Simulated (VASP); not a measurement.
Wanted: the native input for a VASP 6.6.1 run.

```
Task                   : relaxation of the atoms
Functional             : PBE
Potentials or basis    : VASP PAW PBE potentials, release 64 (Au, Cu)
Cutoff                 : 520 eV
k mesh                 : 2 × 3 × 3
Occupations            : fermi-dirac, width 0.1 eV
Spin                   : no spin polarisation
Dipole correction      : no
Further INCAR settings : ALGO = Normal; EDIFF = 1e-07; IBRION = 2; EDIFFG = -0.05; NSW = 45
```

The structure of Cu11Au (a cell with a defect) lies in POSCAR:

```
Cu11Au
1.0
    0.0000000000      5.4225000000      5.4225000000
    3.6150000000      0.0000000000      3.6150000000
    3.6150000000      3.6150000000      0.0000000000
Au Cu
1 11
Direct
    0.0000000000      0.0000000000      0.0000000000
    0.0000000000      0.0000000000      0.5000000000
    0.0000000000      0.5000000000      0.0000000000
    0.0000000000      0.5000000000      0.5000000000
    0.3333333333      0.0000000000      0.0000000000
    0.3333333333      0.0000000000      0.5000000000
    0.3333333333      0.5000000000      0.0000000000
    0.3333333333      0.5000000000      0.5000000000
    0.6666666667      0.0000000000      0.0000000000
    0.6666666667      0.0000000000      0.5000000000
    0.6666666667      0.5000000000      0.0000000000
    0.6666666667      0.5000000000      0.5000000000
```

One way to write it, as run:

INCAR

```
ALGO = Normal ; EDIFF = 1E-7
EDIFFG = -0.05 ; ENCUT = 520
GGA = PE ; GGA_COMPAT = F
IBRION = 2 ; ISIF = 2
ISMEAR = -1 ; LASPH = T
LCHARG = F ; LREAL = F
LWAVE = F ; NELM = 120
NELMIN = 4 ; NSW = 45
PREC = Accurate ; SIGMA = 0.1
```

KPOINTS

```
k-points
0
Gamma
  2 3 3
```

Potentials or basis: VASP PAW PBE potentials, release 64 (Au, Cu).

The run is started by

```bash
$ cat potpaw_PBE.64/Au/POTCAR potpaw_PBE.64/Cu/POTCAR > POTCAR
$ mpirun -np 1 vasp_std > vasp.out
```

Results of the run:

- Energy gained by relaxing: 8.4 meV/atom
- Ionic steps: 5
- Pressure after relaxing: 11.4 GPa
- Largest force after relaxing: 0.042 eV/Å
- Band gap on the k mesh: zero (bands 66 and 67 overlap by 0.46 eV)

Caveat: the k points lie up to 0.50 Å⁻¹ apart; spin-orbit coupling is left out, which moves the levels of the heavy elements; the relaxation stopped at a loose force limit of 0.05 eV/Å, so its end isn't a converged minimum.

It took 10 min on 1 thread of Intel(R) Xeon(R) Platinum 8275CL CPU @ 3.00GHz (Skylake/Cascade Lake), on a shared host, peak memory 0.34 GiB.
